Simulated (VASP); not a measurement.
# Al3Cu (P4/mmm) in VASP: notebook

Runs on Al3Cu. Level: PBEsol. Tasks: single point.

Program: VASP 6.6.1. These are calculated values, not measurements. Logs are shortened: lines on timing, memory, paths and dates and some standing lists are left out, and cuts for length are marked.

**1. The cell of the first run**

Symmetry: P4/mmm, No. 123, tetragonal system. The conventional cell has a = 2.778 Å, b = 2.778 Å, c = 7.513 Å, α = 90.00°, β = 90.00°, γ = 90.00°. Within 4.0 Å of Al (site symmetry 4/mmm) lie 16 Al at 2.78 to 3.93 Å and 2 Cu at 3.76 Å. Within 3.4 Å of Al (site symmetry 4mm) lie 4 Cu at 2.60 Å and 9 Al at 2.78 to 3.40 Å. Cu (site symmetry 4/mmm) has 8 Al at 2.60 Å and 4 Cu at 2.78 Å within 3.4 Å.

**2. Single point, PBEsol**

File INCAR:

```
SYSTEM = Al3Cu
PREC = Accurate
ENCUT = 600
EDIFF = 1E-6
ISMEAR = 1
SIGMA = 0.05
LREAL = .False.
LASPH = .True.
NELM = 120
ALGO = Normal
ISIF = 2
LWAVE = .False.
LCHARG = .False.
GGA = PS
NBANDS = 18
GGA_COMPAT = .False.
```

File KPOINTS:

```
regular mesh
0
Gamma
  5 5 2
  0 0 0
```

File POSCAR:

```
Al3Cu
1.0
    2.7784050000      0.0000000000      0.0000000000
    0.0000000000      2.7784050000      0.0000000000
    0.0000000000      0.0000000000      7.5134030000
Al Cu
3 1
Direct
    0.0000000000      0.0000000000      0.5000000000
    0.5000000000      0.5000000000      0.2261160000
    0.5000000000      0.5000000000      0.7738840000
    0.0000000000      0.0000000000      0.0000000000
```

Potentials or basis: VASP PAW PBE potentials, release 64 (Al, Cu).

Command:

```console
$ cat potpaw_PBE.64/Al/POTCAR potpaw_PBE.64/Cu/POTCAR > POTCAR
$ mpirun -np 1 vasp_std > vasp.out
```

OUTCAR:

```text
SYSTEM = Al3Cu
   PREC = Accurate
   ENCUT = 600
   EDIFF = 1E-6
   ISMEAR = 1
   LREAL = .False.
   LASPH = .True.
   NELM = 120
   ISIF = 2
   GGA = PS

 ion  position               nearest neighbor table
   1  0.000  0.000  0.500-   2 2.85   3 2.85   2 2.85   3 2.85   2 2.85   3 2.85   2 2.85   3 2.85

   2  0.500  0.500  0.226-   4 2.60   4 2.60   4 2.60   4 2.60   1 2.85   1 2.85   1 2.85   1 2.85

   3  0.500  0.500  0.774-   4 2.60   4 2.60   4 2.60   4 2.60   1 2.85   1 2.85   1 2.85   1 2.85

   4  0.000  0.000  0.000-   2 2.60   3 2.60   2 2.60   3 2.60   2 2.60   3 2.60   2 2.60   3 2.60

  LATTYP: Found a simple tetragonal cell.
 ALAT       =     2.7784050000
 C/A-ratio  =     2.7042144684

  Lattice vectors:

 A1 = (   2.7784050000,   0.0000000000,   0.0000000000)
 A2 = (   0.0000000000,   2.7784050000,   0.0000000000)
 A3 = (   0.0000000000,   0.0000000000,   7.5134030000)

Analysis of symmetry for initial positions (statically):
=====================================================================
 Subroutine PRICEL returns:
 Original cell was already a primitive cell.

 Routine SETGRP: Setting up the symmetry group for a
 simple tetragonal supercell.

 Subroutine GETGRP returns: Found 16 space group operations
 (whereof 16 operations were pure point group operations)
 out of a pool of 16 trial point group operations.

The static configuration has the point symmetry D_4h.

Analysis of symmetry for dynamics (positions and initial velocities):
=====================================================================
 Subroutine PRICEL returns:
 Original cell was already a primitive cell.

 Routine SETGRP: Setting up the symmetry group for a
 simple tetragonal supercell.

 Subroutine GETGRP returns: Found 16 space group operations
 (whereof 16 operations were pure point group operations)
 out of a pool of 16 trial point group operations.

The dynamic configuration has the point symmetry D_4h.

 Subroutine INISYM returns: Found 16 space group operations
 (whereof 16 operations are pure point group operations),
 and found     1 'primitive' translations

----------------------------------------------------------------------------------------

                                     Primitive cell

  volume of cell :      58.0000

[... 78 lines left out ...]
   NELM   =    120;   NELMIN=  2; NELMDL= -5     # of ELM steps
   EDIFF  = 0.1E-05   stopping-criterion for ELM
   LREAL  =      F    real-space projection
   EDIFFG = 0.1E-04   stopping-criterion for IOM
   NSW    =      0    number of steps for IOM
   IBRION =     -1    ionic relax: 0-MD 1-quasi-New 2-CG
   NFREE  =      0    steps in history (QN), initial steepest desc. (CG)
   ISIF   =      2    stress and relaxation
   ISYM   =      2    0-nonsym 1-usesym 2-fastsym
   POTIM  = 0.5000    time-step for ionic-motion
   TEBEG  =    0.0;   TEEND  =   0.0 temperature during run
   PSTRESS=    0.0 pullay stress
   NELECT =      20.0000    total number of electrons
   NUPDOWN=      -1.0000    fix difference up-down
   EMIN   =  10.00;   EMAX   =-10.00  energy-range for DOS
   EFERMI =   0.00;   METHOD = LEGACY
   ISMEAR =     1;   SIGMA  =   0.05  broadening in eV -4-tet -1-fermi 0-gaus
   EFERMI_NEDOS =   21; number of points for ismear=-14 and -15
   IALGO  =     38    algorithm
   IMIX   =      4    mixing-type and parameters
     AMIX     =   0.40;   BMIX     =  1.00
     AMIX_MAG =   1.60;   BMIX_MAG =  1.00
  volume/ion in A,a.u.               =      14.50        97.85
  Fermi-wavevector in a.u.,A,eV,Ry     =   1.148001  2.169407 17.931201  1.317906
  Thomas-Fermi vector in A             =   2.284678
   LORBIT       =      0    0 simple, 1 ext, 2 COOP (PROOUT), +10 PAW based schemes
   GGA     = PS    functional components
   LHFCALC =     F    Hartree Fock is set to
   AEXX    =    0.0000 exact exchange contribution
   IVDW    =     0    specifies the selected vdW correction
   LEPSILON=     F    determine dielectric tensor
   LRPA    =     F    only Hartree local field effects (RPA)
 non-spin polarized calculation
 Methfessel and Paxton  Order N= 1 SIGMA  =   0.05
  energy-cutoff  :      600.00
  volume of cell :       58.00
 maximum number of plane-waves:      1974
 NGX is ok and might be reduce to    24
   NGX = 11   NGY = 11   NGZ = 31

 number of electron      20.0000017 magnetization

 Free energy of the ion-electron system (eV)
  ---------------------------------------------------
  ext. energy  EPLUGINS =         0.00000000
  ---------------------------------------------------
  free energy    TOTEN  =       -17.07490378 eV

  energy without entropy =      -17.07374319  energy(sigma->0) =      -17.07451692

 E-fermi :   8.3740     XC(G=0): -10.9988

 val. band max:        8.3688295247   @ k =   0.4000   0.4000   0.0000
 cond. band min:       8.6331479629   @ k =   0.2000   0.2000   0.0000
 fundamental gap:      0.2643184382
 Fermi energy:         8.3740375645

 k-point     1 :       0.0000    0.0000    0.0000
  band No.  band energies     occupation
      1      -2.7767      2.00000
      2      -0.3282      2.00000
      3       0.0508      2.00000
      4       4.1802      2.00000
      5       4.2308      2.00000
      6       5.0470      2.00000
[... 229 lines left out ...]
      5       4.6714      2.00000
      6       5.4180      2.00000
[... 10 lines left out ...]
     17      12.5402      0.00000
     18      13.9856      0.00000

------------------------ aborting loop because EDIFF is reached ----------------------------------------

  FORCE on cell =-STRESS in cart. coord.  units (eV):
  Direction    XX          YY          ZZ          XY          YZ          ZX
  --------------------------------------------------------------------------------------
  -------------------------------------------------------------------------------------
  Total        0.6828403      0.6828403      0.2886760      0.0000000     -0.0000000      0.0000000
  in kB       18.8626163     18.8626163      7.9743175      0.0000000     -0.0000000      0.0000000
  external PRESSURE =      15.2331834 kB  Pullay stress =       0.0000000 kB

 VOLUME and BASIS-vectors are now :
 -----------------------------------------------------------------------------
  energy-cutoff  :      600.00
  volume of cell :       58.00
      direct lattice vectors                 reciprocal lattice vectors
     2.778405000  0.000000000  0.000000000     0.359918730  0.000000000  0.000000000
     0.000000000  2.778405000  0.000000000     0.000000000  0.359918730  0.000000000
     0.000000000  0.000000000  7.513403000     0.000000000  0.000000000  0.133095483

 POSITION                                       TOTAL-FORCE (eV/Angst)
 -----------------------------------------------------------------------------------
      0.00000      0.00000      3.75670         0.000000      0.000000      0.000000
      1.38920      1.38920      1.69890         0.000000     -0.000000     -0.426344
      1.38920      1.38920      5.81450        -0.000000     -0.000000      0.426344
      0.00000      0.00000      0.00000         0.000000      0.000000      0.000000
 -----------------------------------------------------------------------------------
    total drift:                                0.000000      0.000000     -0.000000

  FREE ENERGIE OF THE ION-ELECTRON SYSTEM (eV)
  ---------------------------------------------------
  free  energy   TOTEN  =       -17.0749037804 eV

  energy  without entropy=      -17.0737431933  energy(sigma->0) =      -17.07451692
```

OSZICAR:

```text
N       E                     dE             d eps       ncg     rms          rms(c)
DAV:   1     0.802723124313E+02    0.80272E+02   -0.91544E+03   432   0.129E+03
DAV:   2    -0.143175408172E+02   -0.94590E+02   -0.88068E+02   438   0.234E+02
DAV:   3    -0.198635356932E+02   -0.55460E+01   -0.52501E+01   570   0.610E+01
DAV:   4    -0.200054796409E+02   -0.14194E+00   -0.14145E+00   654   0.787E+00
DAV:   5    -0.200077317021E+02   -0.22521E-02   -0.22519E-02   646   0.953E-01    0.181E+01
DAV:   6    -0.266125060762E+02   -0.66048E+01   -0.11081E+02   534   0.276E+02    0.163E+01
DAV:   7    -0.179302923451E+02    0.86822E+01   -0.22762E+01   612   0.862E+01    0.566E+00
DAV:   8    -0.170803013623E+02    0.84999E+00   -0.40692E+00   608   0.567E+01    0.108E+00
DAV:   9    -0.171093227920E+02   -0.29021E-01   -0.29952E-01   680   0.573E+00    0.126E+00
DAV:  10    -0.170763471744E+02    0.32976E-01   -0.73679E-02   590   0.771E+00    0.328E-01
DAV:  11    -0.170765592211E+02   -0.21205E-03   -0.38407E-03   686   0.849E-01    0.315E-01
DAV:  12    -0.170750474319E+02    0.15118E-02   -0.47254E-03   586   0.214E+00    0.756E-02
DAV:  13    -0.170757278829E+02   -0.68045E-03   -0.10728E-03   692   0.695E-01    0.133E-01
DAV:  14    -0.170749948728E+02    0.73301E-03   -0.96577E-04   598   0.309E-01    0.756E-02
DAV:  15    -0.170749387662E+02    0.56107E-04   -0.54416E-05   664   0.170E-01    0.545E-02
DAV:  16    -0.170749136395E+02    0.25127E-04   -0.19935E-05   624   0.105E-01    0.330E-02
DAV:  17    -0.170749040179E+02    0.96217E-05   -0.36837E-05   614   0.188E-01    0.524E-03
DAV:  18    -0.170749037804E+02    0.23743E-06   -0.38598E-06   444   0.139E-02
   1 F= -.17074904E+02 E0= -.17074517E+02  d E =-.116059E-02
```

stdout:

```text
POSCAR found type information on POSCAR AlCu
 POSCAR found :  2 types and       4 ions
 scaLAPACK will be used
 -----------------------------------------------------------------------------
|                                                                             |
|                                                                             |
|     You enforced a specific xc type in the INCAR file but a different       |
|     I HOPE YOU KNOW WHAT YOU ARE DOING!                                     |
|                                                                             |
 -----------------------------------------------------------------------------

 LDA part: xc-table for (Slater+PW92), standard interpolation
 POSCAR, INCAR and KPOINTS ok, starting setup
 FFT: planning ... GRIDC
 FFT: planning ... GRID_SOFT
 FFT: planning ... GRID
 WAVECAR not read
 entering main loop
```

Run time: 10 s. Hardware: 1 thread of Intel Xeon 6975P-C (Granite Rapids), shared host; peak memory 0.17 GiB.

Results:

| Item | Value |
| --- | --- |
| Free energy | -17.0749 eV |
| Pressure | 1.5 GPa |
| Largest force | 0.426 eV/Å |
| Band gap on the k mesh | zero (bands 10 and 11 overlap by 5.94 eV) |

Forces on the atoms (eV/Å):
```
Al   0.000  0.000  0.000
Al   0.000  0.000 -0.426
Al   0.000  0.000  0.426
Cu   0.000  0.000  0.000
```

Caveat: the k points lie up to 0.45 Å⁻¹ apart, too coarse for converged energies and pressures of a metal; the PAW data sets were made with another functional, which shifts forces and pressure a little.

**3. Single point, PBEsol**

File INCAR:

```
ALGO = Normal
EDIFF = 1E-6
ENCUT = 600
GGA = PS
GGA_COMPAT = F
ISIF = 2
ISMEAR = 1
LASPH = T
LCHARG = F
LREAL = F
LWAVE = F
NBANDS = 18
NELM = 120
PREC = Accurate
SIGMA = 0.05
```

File KPOINTS:

```
k-points
0
Gamma
  6 6 3
```

POSCAR is that of step 2.

Potentials or basis: VASP PAW PBE potentials, release 64 (Al, Cu).

Command:

```console
$ cat potpaw_PBE.64/Al/POTCAR potpaw_PBE.64/Cu/POTCAR > POTCAR
$ mpirun -np 1 vasp_std > vasp.out
```

OUTCAR:

```text
EDIFF = 1E-6
   ENCUT = 600
   GGA = PS
   ISIF = 2
   ISMEAR = 1
   LASPH = T
   LREAL = F
   NELM = 120
   PREC = Accurate

 ion  position               nearest neighbor table
   1  0.000  0.000  0.500-   2 2.85   3 2.85   2 2.85   3 2.85   2 2.85   3 2.85   2 2.85   3 2.85

   2  0.500  0.500  0.226-   4 2.60   4 2.60   4 2.60   4 2.60   1 2.85   1 2.85   1 2.85   1 2.85

   3  0.500  0.500  0.774-   4 2.60   4 2.60   4 2.60   4 2.60   1 2.85   1 2.85   1 2.85   1 2.85

[... 614 lines left out ...]

  FORCE on cell =-STRESS in cart. coord.  units (eV):
  Direction    XX          YY          ZZ          XY          YZ          ZX
  --------------------------------------------------------------------------------------
  -------------------------------------------------------------------------------------
  Total        0.7293709      0.7293709      0.0156597      0.0000000      0.0000000      0.0000000
  in kB       20.1479681     20.1479681      0.4325811      0.0000000      0.0000000      0.0000000
  external PRESSURE =      13.5761724 kB  Pullay stress =       0.0000000 kB

 VOLUME and BASIS-vectors are now :
 -----------------------------------------------------------------------------
  energy-cutoff  :      600.00
  volume of cell :       58.00
      direct lattice vectors                 reciprocal lattice vectors
     2.778405000  0.000000000  0.000000000     0.359918730  0.000000000  0.000000000
     0.000000000  2.778405000  0.000000000     0.000000000  0.359918730  0.000000000
     0.000000000  0.000000000  7.513403000     0.000000000  0.000000000  0.133095483

 POSITION                                       TOTAL-FORCE (eV/Angst)
 -----------------------------------------------------------------------------------
      0.00000      0.00000      3.75670         0.000000      0.000000      0.000000
      1.38920      1.38920      1.69890         0.000000     -0.000000     -0.191320
      1.38920      1.38920      5.81450        -0.000000      0.000000      0.191320
      0.00000      0.00000      0.00000         0.000000      0.000000      0.000000
 -----------------------------------------------------------------------------------
    total drift:                                0.000000      0.000000     -0.000000

  FREE ENERGIE OF THE ION-ELECTRON SYSTEM (eV)
  ---------------------------------------------------
  free  energy   TOTEN  =       -17.0497849074 eV

  energy  without entropy=      -17.0504715637  energy(sigma->0) =      -17.05001379
```

OSZICAR:

```text
N       E                     dE             d eps       ncg     rms          rms(c)
DAV:   1     0.790628731925E+02    0.79063E+02   -0.93288E+03   722   0.130E+03
DAV:   2    -0.148462682211E+02   -0.93909E+02   -0.87385E+02   750   0.234E+02
DAV:   3    -0.199502296297E+02   -0.51040E+01   -0.48745E+01  1008   0.574E+01
DAV:   4    -0.200641664340E+02   -0.11394E+00   -0.11357E+00  1070   0.723E+00
DAV:   5    -0.200663774503E+02   -0.22110E-02   -0.22108E-02  1088   0.935E-01    0.185E+01
DAV:   6    -0.271599352960E+02   -0.70936E+01   -0.11760E+02   902   0.286E+02    0.167E+01
DAV:   7    -0.179431219764E+02    0.92168E+01   -0.25333E+01   982   0.863E+01    0.602E+00
DAV:   8    -0.170548746158E+02    0.88825E+00   -0.36447E+00  1060   0.531E+01    0.848E-01
DAV:   9    -0.170857821401E+02   -0.30908E-01   -0.41636E-01  1152   0.128E+01    0.149E+00
DAV:  10    -0.170497173749E+02    0.36065E-01   -0.13893E-01   948   0.106E+01    0.106E-01
DAV:  11    -0.170498440165E+02   -0.12664E-03   -0.51478E-03   920   0.518E-01    0.648E-02
DAV:  12    -0.170497901653E+02    0.53851E-04   -0.51448E-04  1164   0.285E-01    0.360E-02
DAV:  13    -0.170497916206E+02   -0.14553E-05   -0.14285E-04  1016   0.252E-01    0.328E-02
DAV:  14    -0.170497982823E+02   -0.66618E-05   -0.13259E-04   940   0.362E-01    0.264E-02
DAV:  15    -0.170497849154E+02    0.13367E-04   -0.53921E-05   962   0.231E-01    0.350E-03
DAV:  16    -0.170497849074E+02    0.79565E-08   -0.98944E-07   484   0.208E-02
   1 F= -.17049785E+02 E0= -.17050014E+02  d E =0.686656E-03
```

stdout:

```text
POSCAR found type information on POSCAR AlCu
 POSCAR found :  2 types and       4 ions
 scaLAPACK will be used
 -----------------------------------------------------------------------------
|                                                                             |
|                                                                             |
|     You enforced a specific xc type in the INCAR file but a different       |
|     I HOPE YOU KNOW WHAT YOU ARE DOING!                                     |
|                                                                             |
 -----------------------------------------------------------------------------

 LDA part: xc-table for (Slater+PW92), standard interpolation
 POSCAR, INCAR and KPOINTS ok, starting setup
 FFT: planning ... GRIDC
 FFT: planning ... GRID_SOFT
 FFT: planning ... GRID
 WAVECAR not read
 entering main loop
```

Wall time 12 s (1 thread of Intel Xeon 6975P-C (Granite Rapids), shared host); peak memory 0.18 GiB.

What came out:

```
Free energy            : -17.0498 eV
Pressure               : 1.4 GPa
Largest force          : 0.191 eV/Å
Band gap on the k mesh : zero (bands 10 and 11 overlap by 4.90 eV)
```

Forces in eV/Å, atoms in the order of the input:
```
Al   0.000  0.000  0.000
Al   0.000  0.000 -0.191
Al   0.000  0.000  0.191
Cu   0.000  0.000  0.000
```

Caveat: the k points lie up to 0.38 Å⁻¹ apart, too coarse for converged energies and pressures of a metal; the PAW data sets were made with another functional, which shifts forces and pressure a little.

(Continued in part 2 of 2.)
